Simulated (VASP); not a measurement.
# Os (P6_3/mmc) in VASP: notebook, part 2 of 2

VASP 6.6.1.

### Step 3. Single point, r2SCAN

This run uses another cell than the first one, of 14.07 Å³/atom, 0.893 times its volume.

POSCAR

```
Os
1.0
    2.7258741804      0.0000000000      0.0000000000
   -1.3629370902      2.3606762878      0.0000000000
    0.0000000000      0.0000000000      8.7478417212
Os
4
Direct
    1.0000000000      0.0000000000      0.0000000000
    1.0000000000      0.0000000000      0.5000000000
    0.3333333333      0.6666666667      0.2500000000
    0.6666666667      0.3333333333      0.7500000000
```

INCAR.step1

```
PREC = Accurate
ENCUT = 520
ISMEAR = -1
SIGMA = 0.1
LREAL = F
LASPH = T
NELM = 100
NBANDS = 24
GGA = PE
ALGO = Normal
EDIFF = 1E-4
LWAVE = T
LCHARG = F
```

INCAR.step2

```
PREC = Accurate
ENCUT = 520
EDIFF = 1E-6
ISMEAR = -1
SIGMA = 0.1
LREAL = F
LASPH = T
NELM = 100
ALGO = Normal
ISIF = 2
LWAVE = F
LCHARG = F
METAGGA = R2SCAN
LMIXTAU = T
NBANDS = 24
ISTART = 1
```

KPOINTS

```
regular mesh
0
Gamma
  17 17 5
```

Potentials or basis: VASP PAW PBE potentials, release 64 (Os).

Launch:

```bash
cat potpaw_PBE.64/Os/POTCAR > POTCAR
cp INCAR.step1 INCAR
mpirun -np 1 vasp_std > vasp.out
cp INCAR.step2 INCAR
mpirun -np 1 vasp_std > vasp.out
```

OUTCAR:

```text
PREC = Accurate
   ENCUT = 520
   EDIFF = 1E-6
   ISMEAR = -1
   LREAL = F
   LASPH = T
   NELM = 100
   ISIF = 2
   METAGGA = R2SCAN
   ISTART = 1

 ion  position               nearest neighbor table
   1  0.000  0.000  0.000-   3 2.69   4 2.69   4 2.69   3 2.69   4 2.69   3 2.69
   2  0.000  0.000  0.500-   3 2.69   4 2.69   4 2.69   3 2.69   4 2.69   3 2.69
   3  0.333  0.667  0.250-   1 2.69   2 2.69   1 2.69   2 2.69   1 2.69   2 2.69
   4  0.667  0.333  0.750-   1 2.69   2 2.69   1 2.69   2 2.69   1 2.69   2 2.69

  LATTYP: Found a hexagonal cell.
[... 849 lines left out ...]
  --------------------------------------------------------------------------------------
  -------------------------------------------------------------------------------------
  Total        0.2533351      0.2533351      0.4206224     -0.0000000      0.0000000      0.0000000
  in kB        7.2104560      7.2104560     11.9718090     -0.0000000      0.0000000      0.0000000
  external PRESSURE =       8.7975737 kB  Pullay stress =       0.0000000 kB

 VOLUME and BASIS-vectors are now :
 -----------------------------------------------------------------------------
  energy-cutoff  :      520.00
  volume of cell :       56.29
      direct lattice vectors                 reciprocal lattice vectors
     2.725874180  0.000000000  0.000000000     0.366854790  0.211803712  0.000000000
    -1.362937090  2.360676288  0.000000000     0.000000000  0.423607424  0.000000000
     0.000000000  0.000000000  8.747841721     0.000000000  0.000000000  0.114313911

 POSITION                                       TOTAL-FORCE (eV/Angst)
 -----------------------------------------------------------------------------------
      0.00000      0.00000      0.00000         0.000000      0.000000      0.000000
      0.00000      0.00000      4.37392         0.000000      0.000000      0.000000
     -0.00000      1.57378      2.18696        -0.000000     -0.000000     -0.000000
      1.36294      0.78689      6.56088         0.000000      0.000000     -0.000000
 -----------------------------------------------------------------------------------
    total drift:                                0.000000     -0.000000      0.000000

  FREE ENERGIE OF THE ION-ELECTRON SYSTEM (eV)
  ---------------------------------------------------
  free  energy   TOTEN  =      -211.6222905839 eV

  energy  without entropy=     -211.5074756356  energy(sigma->0) =     -211.56488311
```

OUTCAR.step1:

```text
PREC = Accurate
   ENCUT = 520
   ISMEAR = -1
   LREAL = F
   LASPH = T
[... 877 lines left out ...]
      0.00000      0.00000      0.00000         0.000000     -0.000000     -0.000000
      0.00000      0.00000      4.37392         0.000000     -0.000000     -0.000000
     -0.00000      1.57378      2.18696        -0.000000      0.000000      0.000000
      1.36294      0.78689      6.56088         0.000000     -0.000000      0.000000
 -----------------------------------------------------------------------------------
    total drift:                                0.000000     -0.000000      0.000000

  FREE ENERGIE OF THE ION-ELECTRON SYSTEM (eV)
  ---------------------------------------------------
  free  energy   TOTEN  =       -44.6214654004 eV

  energy  without entropy=      -44.5028191592  energy(sigma->0) =      -44.56214228
```

OSZICAR.step1:

```text
N       E                     dE             d eps       ncg     rms          rms(c)
DAV:   1     0.244009034346E+03    0.24401E+03   -0.14713E+04  4816   0.128E+03
DAV:   2    -0.305957079189E+02   -0.27460E+03   -0.25204E+03  5048   0.443E+02
DAV:   3    -0.469439354763E+02   -0.16348E+02   -0.15100E+02  5976   0.862E+01
DAV:   4    -0.473978889777E+02   -0.45395E+00   -0.45064E+00  5032   0.164E+01
DAV:   5    -0.474051230547E+02   -0.72341E-02   -0.72265E-02  5896   0.156E+00    0.328E+01
DAV:   6    -0.452689305973E+02    0.21362E+01   -0.22793E+00  5344   0.995E+00    0.151E+01
DAV:   7    -0.446377616660E+02    0.63117E+00   -0.16745E+00  5712   0.844E+00    0.774E-01
DAV:   8    -0.446305722590E+02    0.71894E-02   -0.31817E-02  5792   0.166E+00    0.503E-01
DAV:   9    -0.446232125932E+02    0.73597E-02   -0.55770E-03  5448   0.721E-01    0.283E-01
DAV:  10    -0.446214852899E+02    0.17273E-02   -0.34860E-03  4832   0.496E-01    0.616E-02
DAV:  11    -0.446214654004E+02    0.19889E-04   -0.62323E-05  2720   0.700E-02
   1 F= -.44621465E+02 E0= -.44562142E+02  d E =-.118646E+00
```

Run time: 13 min. Hardware: 1 thread of Oxide Virtual Turin-like, shared host; peak memory 0.21 GiB.

What came out:

```
Free energy            : -211.6223 eV
Pressure               : 0.9 GPa
Band gap on the k mesh : zero (band 16 reaches 11.42 eV, above the bottom of band 17 at 7.56 eV)
```

Stress tensor (GPa, compression positive):
```
0.72 0.00 0.00
0.00 0.72 0.00
0.00 0.00 1.20
```

Levels at points of the mesh, in eV from the Fermi level:
```
           k point  band 11  band 12  band 13  band 14  band 15  band 16  band 17  band 18  band 19  band 20
(0.00, 0.00, 0.00)    -2.99    -2.68    -2.68    -2.54    -2.54    -0.86    -0.86    -0.13     0.04     0.04
```

Caveat: the PAW data sets were made with another functional, which shifts forces and pressure a little; spin-orbit coupling is left out, which moves the levels of the heavy elements.
